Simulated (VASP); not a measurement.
# CdO2 (P-3m1) in VASP: a series of runs

CdO2 is run at these levels: PBEsol; tasks: single point.

Program: VASP 6.6.1. These are calculated values, not measurements. Logs are shortened: lines on timing, memory, paths and dates and some standing lists are left out, and cuts for length are marked.

## 1. The cell of the first run

Symmetry: P-3m1, No. 164, trigonal system. The conventional cell has a = 3.476 Å, b = 3.476 Å, c = 4.148 Å, α = 90.00°, β = 90.00°, γ = 120.00°. Cd (site symmetry -3m) has 6 O at 2.25 Å within 3.0 Å. O (site symmetry 3m) has 3 Cd at 2.25 Å and 6 O at 2.85 to 2.92 Å within 3.0 Å.

## 2. Single point, PBEsol

Contents of INCAR:

```
SYSTEM = CdO2
PREC = Accurate
ENCUT = 600
EDIFF = 1E-6
ISMEAR = -1
SIGMA = 0.1
LREAL = .False.
LASPH = .True.
NELM = 120
ALGO = Normal
ISIF = 2
LWAVE = .False.
LCHARG = .False.
GGA = PS
NBANDS = 19
GGA_COMPAT = .False.
```

Contents of KPOINTS:

```
Automatic mesh
0
Gamma
  7 7 6
  0 0 0
```

Contents of POSCAR:

```
CdO2
1.0
    3.4762295800      0.0000000000      0.0000000000
   -1.7381147900      3.0105031257      0.0000000000
    0.0000000000      0.0000000000      4.1480760000
Cd O
1 2
Direct
    0.0000000000      0.0000000000      0.0000000000
    0.6666666667      0.3333333333      0.7557810000
    0.3333333333      0.6666666667      0.2442190000
```

Potentials or basis: VASP PAW PBE potentials, release 64 (Cd, O).

Run with:

```sh
> cat potpaw_PBE.64/Cd/POTCAR potpaw_PBE.64/O/POTCAR > POTCAR
> mpirun -np 1 vasp_std > vasp.out
```

OUTCAR:

```text
SYSTEM = CdO2
   PREC = Accurate
   ENCUT = 600
   EDIFF = 1E-6
   ISMEAR = -1
   LREAL = .False.
   LASPH = .True.
   NELM = 120
   ISIF = 2
   GGA = PS

 ion  position               nearest neighbor table
   1  0.000  0.000  0.000-   2 2.25   3 2.25   2 2.25   3 2.25   2 2.25   3 2.25
   2  0.667  0.333  0.756-   1 2.25   1 2.25   1 2.25
   3  0.333  0.667  0.244-   1 2.25   1 2.25   1 2.25

  LATTYP: Found a hexagonal cell.
 ALAT       =     3.4762295800
 C/A-ratio  =     1.1932687139

  Lattice vectors:

 A1 = (   3.4762295800,   0.0000000000,   0.0000000000)
 A2 = (  -1.7381147900,   3.0105031257,   0.0000000000)
 A3 = (   0.0000000000,   0.0000000000,   4.1480760000)

Analysis of symmetry for initial positions (statically):
=====================================================================
 Subroutine PRICEL returns:
 Original cell was already a primitive cell.

 Routine SETGRP: Setting up the symmetry group for a
 hexagonal supercell.

 Subroutine GETGRP returns: Found 12 space group operations
 (whereof 12 operations were pure point group operations)
 out of a pool of 24 trial point group operations.

The static configuration has the point symmetry D_3d.

Analysis of symmetry for dynamics (positions and initial velocities):
=====================================================================
 Subroutine PRICEL returns:
 Original cell was already a primitive cell.

 Routine SETGRP: Setting up the symmetry group for a
 hexagonal supercell.

 Subroutine GETGRP returns: Found 12 space group operations
 (whereof 12 operations were pure point group operations)
 out of a pool of 24 trial point group operations.

The dynamic configuration has the point symmetry D_3d.

 Subroutine INISYM returns: Found 12 space group operations
 (whereof 12 operations are pure point group operations),
 and found     1 'primitive' translations

----------------------------------------------------------------------------------------

                                     Primitive cell

  volume of cell :      43.4104

  direct lattice vectors                    reciprocal lattice vectors
     3.476229580  0.000000000  0.000000000     0.287667997  0.166085195  0.000000000
    -1.738114790  3.010503126  0.000000000     0.000000000  0.332170391  0.000000000
     0.000000000  0.000000000  4.148076000     0.000000000  0.000000000  0.241075622

  length of vectors
     3.476229580  3.476229580  4.148076000     0.332170391  0.332170391  0.241075622

  position of ions in fractional coordinates (direct lattice)
     0.000000000  0.000000000  0.000000000
     0.666666667  0.333333333  0.755781000
     0.333333333  0.666666667  0.244219000

  ion indices of the primitive-cell ions
   primitive index   ion index
                 1           1
                 2           2
                 3           3

----------------------------------------------------------------------------------------

 KPOINTS: Automatic mesh

Automatic generation of k-mesh.
 Grid dimensions read from file:
 generate k-points for:    7    7    6

 Generating k-lattice:

  Cartesian coordinates                     Fractional coordinates (reciprocal lattice)
     0.041095428  0.023726456  0.000000000     0.142857143  0.000000000  0.000000000
     0.000000000  0.047452913  0.000000000     0.000000000  0.142857143  0.000000000
     0.000000000  0.000000000  0.040179270     0.000000000  0.000000000  0.166666667

  Length of vectors
     0.047452913  0.047452913  0.040179270

  Shift w.r.t. Gamma in fractional coordinates (k-lattice)
     0.000000000  0.000000000  0.000000000

 Subroutine IBZKPT returns following result:
 ===========================================

 Found     40 irreducible k-points:

 Following reciprocal coordinates:
            Coordinates               Weight
  0.000000  0.000000  0.000000      1.000000
  0.142857 -0.000000  0.000000      6.000000
  0.285714 -0.000000  0.000000      6.000000
  0.428571 -0.000000  0.000000      6.000000
  0.142857  0.142857  0.000000      6.000000
  0.285714  0.142857  0.000000     12.000000
[... 16 lines left out ...]
  0.000000  0.142857  0.333333      6.000000
  0.285714 -0.000000  0.333333      6.000000
 [... further k-points ...]
   k-points           NKPTS =     40   k-points in BZ     NKDIM =     40   number of bands    NBANDS=     19
   number of dos      NEDOS =    301   number of ions     NIONS =      3
   total plane-waves  NPLWV =  28224
   dimension x,y,z NGX =    28 NGY =   28 NGZ =   36
   dimension x,y,z NGXF=    56 NGYF=   56 NGZF=   72
   ions per type =               1   2
   NGX,Y,Z   is equivalent  to a cutoff of  13.39, 13.39, 14.43 a.u.
   NGXF,Y,Z  is equivalent  to a cutoff of  26.78, 26.78, 28.86 a.u.
 SYSTEM =  CdO2
   PREC   = accura    normal or accurate (medium, high low for compatibility)
   ISTART =      0    job   : 0-new  1-cont  2-samecut
   ICHARG =      2    charge: 1-file 2-atom 10-const
   ISPIN  =      1    spin polarized calculation?
   LNONCOLLINEAR =      F non collinear calculations
   LSORBIT =      F    spin-orbit coupling
   LASPH  =      T    aspherical Exc in radial PAW
   ENCUT  =  600.0 eV  44.10 Ry    6.64 a.u.   6.94  6.94  8.28*2*pi/ulx,y,z
   NELM   =    120;   NELMIN=  2; NELMDL= -5     # of ELM steps
   EDIFF  = 0.1E-05   stopping-criterion for ELM
   LREAL  =      F    real-space projection
   EDIFFG = 0.1E-04   stopping-criterion for IOM
   NSW    =      0    number of steps for IOM
   IBRION =     -1    ionic relax: 0-MD 1-quasi-New 2-CG
   NFREE  =      0    steps in history (QN), initial steepest desc. (CG)
   ISIF   =      2    stress and relaxation
   ISYM   =      2    0-nonsym 1-usesym 2-fastsym
   POTIM  = 0.5000    time-step for ionic-motion
   TEBEG  =    0.0;   TEEND  =   0.0 temperature during run
   PSTRESS=    0.0 pullay stress
   NELECT =      24.0000    total number of electrons
   NUPDOWN=      -1.0000    fix difference up-down
   EMIN   =  10.00;   EMAX   =-10.00  energy-range for DOS
   EFERMI =   0.00;   METHOD = LEGACY
   ISMEAR =    -1;   SIGMA  =   0.10  broadening in eV -4-tet -1-fermi 0-gaus
   EFERMI_NEDOS =   21; number of points for ismear=-14 and -15
   IALGO  =     38    algorithm
   IMIX   =      4    mixing-type and parameters
     AMIX     =   0.40;   BMIX     =  1.00
     AMIX_MAG =   1.60;   BMIX_MAG =  1.00
  volume/ion in A,a.u.               =      14.47        97.65
  Fermi-wavevector in a.u.,A,eV,Ry     =   1.343632  2.539097 24.563255  1.805348
  Thomas-Fermi vector in A             =   2.471691
   LORBIT       =      0    0 simple, 1 ext, 2 COOP (PROOUT), +10 PAW based schemes
   GGA     = PS    functional components
   LHFCALC =     F    Hartree Fock is set to
   AEXX    =    0.0000 exact exchange contribution
   IVDW    =     0    specifies the selected vdW correction
   LEPSILON=     F    determine dielectric tensor
   LRPA    =     F    only Hartree local field effects (RPA)
 non-spin polarized calculation
  energy-cutoff  :      600.00
  volume of cell :       43.41
 maximum number of plane-waves:      1465
   NGX = 13   NGY = 13   NGZ = 17

 number of electron      23.9999999 magnetization

 Free energy of the ion-electron system (eV)
  ---------------------------------------------------
  ext. energy  EPLUGINS =         0.00000000
  ---------------------------------------------------
  free energy    TOTEN  =       -11.34433366 eV

  energy without entropy =      -11.18874099  energy(sigma->0) =      -11.26653733

 E-fermi :  -0.6727     XC(G=0): -10.4100

 val. band max:       -0.6840130328   @ k =   0.2857   0.2857   0.3333
 cond. band min:      -0.6659323368   @ k =   0.0000   0.4286   0.3333
 fundamental gap:      0.0180806960
 Fermi energy:        -0.6726815934

 k-point     1 :       0.0000    0.0000    0.0000
  band No.  band energies     occupation
      1     -17.7656      2.00000
      2     -16.3218      2.00000
      3      -7.9141      2.00000
      4      -7.9141      2.00000
      5      -7.5485      2.00000
      6      -6.9372      2.00000
[... 11 lines left out ...]
     18      13.8460      0.00000
     19      17.5596      0.00000

 k-point     2 :       0.1429   -0.0000    0.0000
  band No.  band energies     occupation
      1     -17.6543      2.00000
      2     -16.3985      2.00000
      3      -7.8155      2.00000
      4      -7.7303      2.00000
      5      -7.4542      2.00000
      6      -6.9835      2.00000
[... 11 lines left out ...]
     18      13.7268      0.00000
     19      16.2318      0.00000

 k-point     3 :       0.2857   -0.0000    0.0000
  band No.  band energies     occupation
      1     -17.3764      2.00000
      2     -16.5808      2.00000
      3      -7.6159      2.00000
      4      -7.4548      2.00000
      5      -7.1704      2.00000
      6      -7.0111      2.00000
[... 11 lines left out ...]
     18      13.7006      0.00000
     19      14.1442      0.00000

 k-point     4 :       0.4286   -0.0000    0.0000
  band No.  band energies     occupation
      1     -17.0698      2.00000
      2     -16.7922      2.00000
      3      -7.5186      2.00000
      4      -7.4984      2.00000
      5      -7.0162      2.00000
      6      -6.8069      2.00000
[... 11 lines left out ...]
     18      13.0290      0.00000
     19      13.9762      0.00000

 k-point     5 :       0.1429    0.1429    0.0000
  band No.  band energies     occupation
      1     -17.4604      2.00000
      2     -16.5254      2.00000
      3      -7.6640      2.00000
      4      -7.4505      2.00000
      5      -7.3102      2.00000
      6      -7.0159      2.00000
[... 11 lines left out ...]
     18      13.4811      0.00000
     19      15.2485      0.00000
[... 334 lines left out ...]
      2     -16.6181      2.00000
      3      -7.9019      2.00000
      4      -7.9019      2.00000
      5      -7.3325      2.00000
      6      -6.9526      2.00000
[... 11 lines left out ...]
     18      14.8865      0.00000
     19      17.0941      0.00000

 k-point    22 :       0.1429   -0.0000    0.3333
  band No.  band energies     occupation
      1     -17.4225      2.00000
      2     -16.6613      2.00000
      3      -7.8009      2.00000
      4      -7.7692      2.00000
      5      -7.2692      2.00000
      6      -6.9968      2.00000
[... 11 lines left out ...]
     18      14.1719      0.00000
     19      16.4368      0.00000

 k-point    23 :       0.0000    0.1429    0.3333
  band No.  band energies     occupation
      1     -17.4287      2.00000
      2     -16.6526      2.00000
      3      -7.8194      2.00000
      4      -7.7748      2.00000
      5      -7.2666      2.00000
      6      -7.0015      2.00000
[... 11 lines left out ...]
     18      14.1459      0.00000
     19      16.6451      0.00000

 k-point    24 :       0.2857   -0.0000    0.3333
  band No.  band energies     occupation
      1     -17.1794      2.00000
      2     -16.7753      2.00000
      3      -7.6228      2.00000
      4      -7.4897      2.00000
      5      -7.1589      2.00000
      6      -6.9533      2.00000
[... 11 lines left out ...]
     18      13.5188      0.00000
     19      16.4284      0.00000

 [... further k-points ...]
[... 5 lines left out ...]
  --------------------------------------------------------------------------------------
  -------------------------------------------------------------------------------------
  Total       -2.5741292     -2.5741292     -2.2084017      0.0000000      0.0000000      0.0000000
  in kB      -95.0050500    -95.0050500    -81.5069077      0.0000000      0.0000000      0.0000000
  external PRESSURE =     -90.5056692 kB  Pullay stress =       0.0000000 kB

 VOLUME and BASIS-vectors are now :
 -----------------------------------------------------------------------------
  energy-cutoff  :      600.00
  volume of cell :       43.41
      direct lattice vectors                 reciprocal lattice vectors
     3.476229580  0.000000000  0.000000000     0.287667997  0.166085195  0.000000000
    -1.738114790  3.010503126  0.000000000     0.000000000  0.332170391  0.000000000
     0.000000000  0.000000000  4.148076000     0.000000000  0.000000000  0.241075622

 POSITION                                       TOTAL-FORCE (eV/Angst)
 -----------------------------------------------------------------------------------
      0.00000      0.00000      0.00000         0.000000      0.000000      0.000000
      1.73811      1.00350      3.13504         0.000000      0.000000      0.231623
     -0.00000      2.00700      1.01304        -0.000000      0.000000     -0.231623
 -----------------------------------------------------------------------------------
    total drift:                                0.000000     -0.000000      0.000000

  FREE ENERGIE OF THE ION-ELECTRON SYSTEM (eV)
  ---------------------------------------------------
  free  energy   TOTEN  =       -11.3443336606 eV

  energy  without entropy=      -11.1887409902  energy(sigma->0) =      -11.26653733
```

It took 42 s on 1 thread of Intel Xeon 6975P-C, shared host; peak memory 0.19 GiB.

Results:

| Property | Result |
| --- | --- |
| Free energy | -11.3443 eV |
| Pressure | -9.1 GPa |
| Largest force | 0.232 eV/Å |
| Band gap on the k mesh | zero (band 12 reaches -0.45 eV, above the bottom of band 13 at -1.05 eV) |

Forces on the atoms (eV/Å):
```
Cd   0.000  0.000  0.000
O    0.000  0.000  0.232
O    0.000  0.000 -0.232
```

Levels at points of the mesh, in eV from the Fermi level:
```csv
k point,band 8,band 9,band 10,band 11,band 12,band 13,band 14,band 15,band 16,band 17
"(0.00, 0.00, 0.00)",-2.18,-0.92,-0.92,-0.05,-0.05,0.06,3.21,8.38,13.55,13.55
"(0.00, 0.00, 0.50)",-1.81,-1.54,-1.14,-1.14,0.22,0.22,5.45,6.77,13.68,13.68
```

Caveat: the PAW data sets were made with another functional, which shifts forces and pressure a little.

## 3. Single point, PBEsol

Contents of INCAR:

```
PREC = Accurate ; ENCUT = 600
EDIFF = 1E-6 ; ISMEAR = -1
SIGMA = 0.1 ; LREAL = False
LASPH = True ; NELM = 120
ALGO = Normal ; ISIF = 2
LWAVE = False ; LCHARG = True
GGA = PS ; LELF = True
LVHAR = True ; NBANDS = 19
GGA_COMPAT = False
```

Contents of KPOINTS:

```
regular mesh
0
Gamma
  9 9 7
```

POSCAR is that of step 2.

Potentials or basis: VASP PAW PBE potentials, release 64 (Cd, O).

Run with:

```sh
> cat potpaw_PBE.64/Cd/POTCAR potpaw_PBE.64/O/POTCAR > POTCAR
> mpirun -np 1 vasp_std > vasp.out
```

It took 71 s on 1 thread of Intel Xeon 6975P-C, shared host; peak memory 0.22 GiB.

It converged, with:

* Free energy: -11.3452 eV
* Pressure: -9.1 GPa
* Largest force: 0.234 eV/Å
* Band gap on the k mesh: zero (band 12 reaches -0.35 eV, above the bottom of band 13 at -1.27 eV)

Forces on the atoms (eV/Å):
```
Cd   0.000  0.000  0.000
O    0.000  0.000  0.234
O    0.000  0.000 -0.234
```

Stress tensor (GPa, compression positive):
```
-9.51  0.00  0.00
 0.00 -9.51  0.00
 0.00  0.00 -8.19
```

Levels at points of the mesh, in eV from the Fermi level:
| k point | band 10 | band 11 | band 12 | band 13 | band 14 | band 15 |
| --- | --- | --- | --- | --- | --- | --- |
| (0.00, 0.00, 0.00) | -0.92 | -0.06 | -0.06 | 0.06 | 3.20 | 8.38 |

Caveat: the PAW data sets were made with another functional, which shifts forces and pressure a little.
